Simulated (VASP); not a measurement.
# Ga (Cmce) in VASP: further runs

Runs on Ga. Level: PBEsol. Tasks: single point.

Program: VASP 6.6.1. These are calculated values, not measurements. Logs are shortened: lines on timing, memory, paths and dates and some standing lists are left out, and cuts for length are marked.

## (1) The cell of the first run

It takes space group Cmce (No. 64, orthorhombic). Conventional cell: a = 4.570 Å, b = 7.745 Å, c = 4.576 Å, α = 90.00°, β = 90.00°, γ = 90.00°. Ga (site symmetry m) has 7 Ga at 2.47 to 2.83 Å within 3.3 Å.

## (2) Single point, PBEsol (20.25 Å³/atom)

The input, INCAR:

```
ALGO = Normal
EDIFF = 1E-6
ENCUT = 520
GGA = PS
ISIF = 2
ISMEAR = -1
LASPH = T
LCHARG = T
LELF = T
LREAL = F
LVHAR = T
LWAVE = F
NBANDS = 34
NELM = 100
PREC = Accurate
SIGMA = 0.05
```

The input, KPOINTS:

```
k-points
0
Gamma
  9 9 8
```

The input, POSCAR:

```
Ga
1.0
    2.2850290614     -3.8727005052      0.0000000000
    2.2850290614      3.8727005052      0.0000000000
    0.0000000000      0.0000000000      4.5761370792
Ga
4
Direct
    0.1525000000      0.8475000000      0.0785000000
    0.6525000000      0.3475000000      0.4215000000
    0.8475000000      0.1525000000      0.9215000000
    0.3475000000      0.6525000000      0.5785000000
```

Potentials or basis: VASP PAW PBE potentials, release 64 (Ga_d).

Started as:

```
cat potpaw_PBE.64/Ga_d/POTCAR > POTCAR
mpirun -np 1 vasp_std > vasp.out
```

OUTCAR:

```text
EDIFF = 1E-6
   ENCUT = 520
   GGA = PS
   ISIF = 2
   ISMEAR = -1
   LASPH = T
   LREAL = F
   NELM = 100
   PREC = Accurate

 ion  position               nearest neighbor table
   1  0.153  0.847  0.078-   3 2.47   4 2.74   4 2.74   2 2.77   2 2.77   3 2.83   3 2.83
   2  0.653  0.347  0.422-   4 2.47   3 2.74   3 2.74   1 2.77   1 2.77   4 2.83   4 2.83
   3  0.847  0.153  0.922-   1 2.47   2 2.74   2 2.74   4 2.77   4 2.77   1 2.83   1 2.83
   4  0.347  0.653  0.578-   2 2.47   1 2.74   1 2.74   3 2.77   3 2.77   2 2.83   2 2.83

  LATTYP: Found a base centered orthorhombic cell.
 ALAT       =     4.5700581228
 B/A-ratio  =     1.6948145521
 C/A-ratio  =     1.0013301705

  Lattice vectors:

 A1 = (   2.2850290614,  -3.8727005052,   0.0000000000)
 A2 = (   2.2850290614,   3.8727005052,   0.0000000000)
 A3 = (   0.0000000000,   0.0000000000,   4.5761370792)

Analysis of symmetry for initial positions (statically):
=====================================================================
 Subroutine PRICEL returns:
 Original cell was already a primitive cell.

 Routine SETGRP: Setting up the symmetry group for a
 base centered orthorhombic supercell.

 Subroutine GETGRP returns: Found  8 space group operations
 (whereof  4 operations were pure point group operations)
 out of a pool of  8 trial point group operations.

The static configuration has the point symmetry C_2h.
 The point group associated with its full space group is D_2h.

Analysis of symmetry for dynamics (positions and initial velocities):
=====================================================================
 Subroutine PRICEL returns:
 Original cell was already a primitive cell.

 Routine SETGRP: Setting up the symmetry group for a
 base centered orthorhombic supercell.

 Subroutine GETGRP returns: Found  8 space group operations
 (whereof  4 operations were pure point group operations)
 out of a pool of  8 trial point group operations.

The dynamic configuration has the point symmetry C_2h.
 The point group associated with its full space group is D_2h.

 Subroutine INISYM returns: Found  8 space group operations
 (whereof  4 operations are pure point group operations),
 and found     1 'primitive' translations

----------------------------------------------------------------------------------------

                                     Primitive cell

  volume of cell :      80.9906

  direct lattice vectors                    reciprocal lattice vectors
     2.285029061 -3.872700505  0.000000000     0.218815598 -0.129108874  0.000000000
     2.285029061  3.872700505  0.000000000     0.218815598  0.129108874  0.000000000
     0.000000000  0.000000000  4.576137079     0.000000000  0.000000000  0.218524922

  length of vectors
     4.496572808  4.496572808  4.576137079     0.254065675  0.254065675  0.218524922

  position of ions in fractional coordinates (direct lattice)
     0.152500000  0.847500000  0.078500000
     0.652500000  0.347500000  0.421500000
     0.847500000  0.152500000  0.921500000
     0.347500000  0.652500000  0.578500000

  ion indices of the primitive-cell ions
   primitive index   ion index
                 1           1
                 2           2
                 3           3
                 4           4

----------------------------------------------------------------------------------------

 KPOINTS: k-points

Automatic generation of k-mesh.
 Grid dimensions read from file:
 generate k-points for:    9    9    8

 Generating k-lattice:

  Cartesian coordinates                     Fractional coordinates (reciprocal lattice)
     0.024312844 -0.014345430  0.000000000     0.111111111 -0.000000000  0.000000000
     0.024312844  0.014345430  0.000000000    -0.000000000  0.111111111  0.000000000
     0.000000000  0.000000000  0.027315615     0.000000000  0.000000000  0.125000000

  Length of vectors
     0.028229519  0.028229519  0.027315615

  Shift w.r.t. Gamma in fractional coordinates (k-lattice)
     0.000000000  0.000000000  0.000000000

 Subroutine IBZKPT returns following result:
 ===========================================

 Found    125 irreducible k-points:

 Following reciprocal coordinates:
            Coordinates               Weight
  0.000000  0.000000  0.000000      1.000000
  0.111111 -0.000000  0.000000      4.000000
  0.222222  0.000000  0.000000      4.000000
  0.333333  0.000000  0.000000      4.000000
  0.444444  0.000000  0.000000      4.000000
  0.111111  0.111111  0.000000      2.000000
[... 16 lines left out ...]
 -0.333333  0.333333  0.000000      2.000000
  0.444444  0.444444  0.000000      2.000000
 [... further k-points ...]
   k-points           NKPTS =    125   k-points in BZ     NKDIM =    125   number of bands    NBANDS=     34
   number of dos      NEDOS =    301   number of ions     NIONS =      4
   total plane-waves  NPLWV =  46656
   dimension x,y,z NGX =    36 NGY =   36 NGZ =   36
   dimension x,y,z NGXF=    72 NGYF=   72 NGZF=   72
   ions per type =               4
   NGX,Y,Z   is equivalent  to a cutoff of  13.31, 13.31, 13.08 a.u.
   NGXF,Y,Z  is equivalent  to a cutoff of  26.62, 26.62, 26.16 a.u.
 SYSTEM =  unknown system
   PREC   = accura    normal or accurate (medium, high low for compatibility)
   ISTART =      0    job   : 0-new  1-cont  2-samecut
   ICHARG =      2    charge: 1-file 2-atom 10-const
   ISPIN  =      1    spin polarized calculation?
   LNONCOLLINEAR =      F non collinear calculations
   LSORBIT =      F    spin-orbit coupling
   LASPH  =      T    aspherical Exc in radial PAW
   ENCUT  =  520.0 eV  38.22 Ry    6.18 a.u.   8.36  8.36  8.51*2*pi/ulx,y,z
   NELM   =    100;   NELMIN=  2; NELMDL= -5     # of ELM steps
   EDIFF  = 0.1E-05   stopping-criterion for ELM
   LREAL  =      F    real-space projection
   EDIFFG = 0.1E-04   stopping-criterion for IOM
   NSW    =      0    number of steps for IOM
   IBRION =     -1    ionic relax: 0-MD 1-quasi-New 2-CG
   NFREE  =      0    steps in history (QN), initial steepest desc. (CG)
   ISIF   =      2    stress and relaxation
   ISYM   =      2    0-nonsym 1-usesym 2-fastsym
   POTIM  = 0.5000    time-step for ionic-motion
   TEBEG  =    0.0;   TEEND  =   0.0 temperature during run
   PSTRESS=    0.0 pullay stress
   NELECT =      52.0000    total number of electrons
   NUPDOWN=      -1.0000    fix difference up-down
   EMIN   =  10.00;   EMAX   =-10.00  energy-range for DOS
   EFERMI =   0.00;   METHOD = LEGACY
   ISMEAR =    -1;   SIGMA  =   0.05  broadening in eV -4-tet -1-fermi 0-gaus
   EFERMI_NEDOS =   21; number of points for ismear=-14 and -15
   IALGO  =     38    algorithm
   IMIX   =      4    mixing-type and parameters
     AMIX     =   0.40;   BMIX     =  1.00
     AMIX_MAG =   1.60;   BMIX_MAG =  1.00
  volume/ion in A,a.u.               =      20.25       136.64
  Fermi-wavevector in a.u.,A,eV,Ry     =   1.412313  2.668885 27.138574  1.994629
  Thomas-Fermi vector in A             =   2.534075
   LORBIT       =      0    0 simple, 1 ext, 2 COOP (PROOUT), +10 PAW based schemes
   GGA     = PS    functional components
   LHFCALC =     F    Hartree Fock is set to
   AEXX    =    0.0000 exact exchange contribution
   IVDW    =     0    specifies the selected vdW correction
   LEPSILON=     F    determine dielectric tensor
   LRPA    =     F    only Hartree local field effects (RPA)
 non-spin polarized calculation
  energy-cutoff  :      520.00
  volume of cell :       80.99
 maximum number of plane-waves:      2209
 NGX is ok and might be reduce to    36
   NGX = 17   NGY = 17   NGZ = 17

 number of electron      51.9999983 magnetization

 Free energy of the ion-electron system (eV)
  ---------------------------------------------------
  ext. energy  EPLUGINS =         0.00000000
  ---------------------------------------------------
  free energy    TOTEN  =       -13.33001321 eV

  energy without entropy =      -13.32089905  energy(sigma->0) =      -13.32545613

 E-fermi :   4.5902     XC(G=0): -10.6459

 val. band max:        4.5867106225   @ k =   0.1111  -0.0000   0.1250
 cond. band min:       4.5955298430   @ k =   0.1111  -0.0000   0.0000
 fundamental gap:      0.0088192205
 Fermi energy:         4.5902405641

 k-point     1 :       0.0000    0.0000    0.0000
  band No.  band energies     occupation
      1     -10.4513      2.00000
      2     -10.4464      2.00000
      3     -10.4438      2.00000
      4     -10.4235      2.00000
      5     -10.3731      2.00000
      6     -10.3426      2.00000
[... 26 lines left out ...]
     33      11.1377      0.00000
     34      11.6919      0.00000

 k-point     2 :       0.1111   -0.0000    0.0000
  band No.  band energies     occupation
      1     -10.4519      2.00000
      2     -10.4467      2.00000
      3     -10.4413      2.00000
      4     -10.4283      2.00000
      5     -10.3642      2.00000
      6     -10.3413      2.00000
[... 26 lines left out ...]
     33      11.1558      0.00000
     34      12.0152      0.00000

 k-point     3 :       0.2222    0.0000    0.0000
  band No.  band energies     occupation
      1     -10.4562      2.00000
      2     -10.4430      2.00000
      3     -10.4419      2.00000
      4     -10.4291      2.00000
      5     -10.3561      2.00000
      6     -10.3293      2.00000
[... 26 lines left out ...]
     33      10.5548      0.00000
     34      11.5345      0.00000

 k-point     4 :       0.3333    0.0000    0.0000
  band No.  band energies     occupation
      1     -10.4611      2.00000
      2     -10.4529      2.00000
      3     -10.4334      2.00000
      4     -10.4096      2.00000
      5     -10.3662      2.00000
      6     -10.3531      2.00000
[... 26 lines left out ...]
     33      10.2865      0.00000
     34      11.5619      0.00000

 k-point     5 :       0.4444    0.0000    0.0000
  band No.  band energies     occupation
      1     -10.4639      2.00000
      2     -10.4607      2.00000
      3     -10.4120      2.00000
      4     -10.3929      2.00000
      5     -10.3794      2.00000
      6     -10.3768      2.00000
[... 621 lines left out ...]
 k-point    22 :      -0.4444    0.3333    0.0000
  band No.  band energies     occupation
      1     -10.5263      2.00000
      2     -10.4604      2.00000
      3     -10.4244      2.00000
      4     -10.4131      2.00000
      5     -10.3834      2.00000
      6     -10.3554      2.00000
[... 26 lines left out ...]
     33      10.8998      0.00000
     34      13.2224      0.00000

 k-point    23 :      -0.3333    0.3333    0.0000
  band No.  band energies     occupation
      1     -10.5154      2.00000
      2     -10.4646      2.00000
      3     -10.4171      2.00000
      4     -10.4056      2.00000
      5     -10.3780      2.00000
      6     -10.3779      2.00000
[... 26 lines left out ...]
     33      10.1099      0.00000
     34      12.1192      0.00000

 k-point    24 :       0.4444    0.4444    0.0000
  band No.  band energies     occupation
      1     -10.5369      2.00000
      2     -10.4479      2.00000
      3     -10.4467      2.00000
      4     -10.4082      2.00000
      5     -10.3978      2.00000
      6     -10.3276      2.00000
[... 26 lines left out ...]
     33      11.2141      0.00000
     34      12.2645      0.00000

 [... further k-points ...]
[... 5 lines left out ...]
  --------------------------------------------------------------------------------------
  -------------------------------------------------------------------------------------
  Total       -1.7679071     -1.0125333     -1.9237135      0.0000000      0.0000000      0.0000000
  in kB      -34.9731994    -20.0301977    -38.0554022      0.0000000      0.0000000      0.0000000
  external PRESSURE =     -31.0195998 kB  Pullay stress =       0.0000000 kB

 VOLUME and BASIS-vectors are now :
 -----------------------------------------------------------------------------
  energy-cutoff  :      520.00
  volume of cell :       80.99
      direct lattice vectors                 reciprocal lattice vectors
     2.285029061 -3.872700505  0.000000000     0.218815598 -0.129108874  0.000000000
     2.285029061  3.872700505  0.000000000     0.218815598  0.129108874  0.000000000
     0.000000000  0.000000000  4.576137079     0.000000000  0.000000000  0.218524922

 POSITION                                       TOTAL-FORCE (eV/Angst)
 -----------------------------------------------------------------------------------
      2.28503      2.69153      0.35923         0.000000     -0.400568      0.104039
      2.28503     -1.18117      1.92884         0.000000     -0.400568     -0.104039
      2.28503     -2.69153      4.21691         0.000000      0.400568     -0.104039
      2.28503      1.18117      2.64730         0.000000      0.400568      0.104039
 -----------------------------------------------------------------------------------
    total drift:                                0.000000      0.000000     -0.000000

  FREE ENERGIE OF THE ION-ELECTRON SYSTEM (eV)
  ---------------------------------------------------
  free  energy   TOTEN  =       -13.3300132075 eV

  energy  without entropy=      -13.3208990493  energy(sigma->0) =      -13.32545613
```

Run time: 2.6 min. Hardware: 1 thread of AMD EPYC 9R45 (Zen 5), shared host; peak memory 0.34 GiB.

Results:

```yaml
Free_energy: -13.3300 eV
Pressure: -3.1 GPa
Largest_force: 0.414 eV/Å
Band_gap_on_the_k_mesh: zero (bands 26 and 27 overlap by 1.27 eV)
```

Forces on the atoms (eV/Å):
```
Ga   0.000 -0.401  0.104
Ga   0.000 -0.401 -0.104
Ga   0.000  0.401 -0.104
Ga   0.000  0.401  0.104
```

Levels at points of the mesh, in eV from the Fermi level:
| k point | band 24 | band 25 | band 26 | band 27 | band 28 | band 29 |
| --- | --- | --- | --- | --- | --- | --- |
| (0.00, 0.00, 0.00) | -1.77 | -1.49 | -0.82 | 0.87 | 0.93 | 0.97 |
| (0.00, 0.00, 0.50) | -0.31 | -0.04 | -0.04 | 0.16 | 0.16 | 2.10 |

Caveat: the cell stands under tension; the PAW data sets were made with another functional, which shifts forces and pressure a little.

## (3) Single point, PBEsol (20.64 Å³/atom)

This run uses another cell than the first one, of 20.64 Å³/atom.

The input, INCAR:

```
PREC = Accurate
ENCUT = 520
EDIFF = 1E-6
ISMEAR = -1
SIGMA = 0.05
LREAL = False
LASPH = True
NELM = 100
ALGO = Normal
ISIF = 2
LWAVE = False
LCHARG = False
GGA = PS
NBANDS = 34
```

The input, KPOINTS:

```
Automatic mesh
0
Gamma
  9 9 8
```

The input, POSCAR:

```
Ga
1.0
    2.2995837791     -3.8973680524      0.0000000000
    2.2995837791      3.8973680524      0.0000000000
    0.0000000000      0.0000000000      4.6052852350
Ga
4
Direct
    0.1525000000      0.8475000000      0.0785000000
    0.6525000000      0.3475000000      0.4215000000
    0.8475000000      0.1525000000      0.9215000000
    0.3475000000      0.6525000000      0.5785000000
```

Potentials or basis: VASP PAW PBE potentials, release 64 (Ga_d).

Started as:

```
cat potpaw_PBE.64/Ga_d/POTCAR > POTCAR
mpirun -np 1 vasp_std > vasp.out
```

Wall time 2.4 min (1 thread of AMD EPYC 9R45 (Zen 5), shared host); peak memory 0.34 GiB.

The run converged. Its results:

* Free energy: -13.2962 eV
* Pressure: -3.9 GPa
* Largest force: 0.404 eV/Å
* Band gap on the k mesh: zero (bands 26 and 27 overlap by 1.26 eV)

Forces in eV/Å, atoms in the order of the input:
```
Ga   0.000 -0.392  0.099
Ga   0.000 -0.392 -0.099
Ga   0.000  0.392 -0.099
Ga   0.000  0.392  0.099
```

Stress tensor (GPa, compression positive):
```
-4.19  0.00  0.00
 0.00 -2.93  0.00
 0.00  0.00 -4.55
```

Levels at points of the mesh, in eV from the Fermi level:
```
           k point  band 23  band 24  band 25  band 26  band 27  band 28  band 29  band 30
(0.00, 0.00, 0.00)    -3.55    -1.81    -1.44    -0.80     0.83     0.93     0.98     4.83
(0.00, 0.00, 0.50)    -0.39    -0.39    -0.04    -0.04     0.17     0.17     2.07     2.07
```

Caveat: the cell stands under tension; the PAW data sets were made with another functional, which shifts forces and pressure a little.
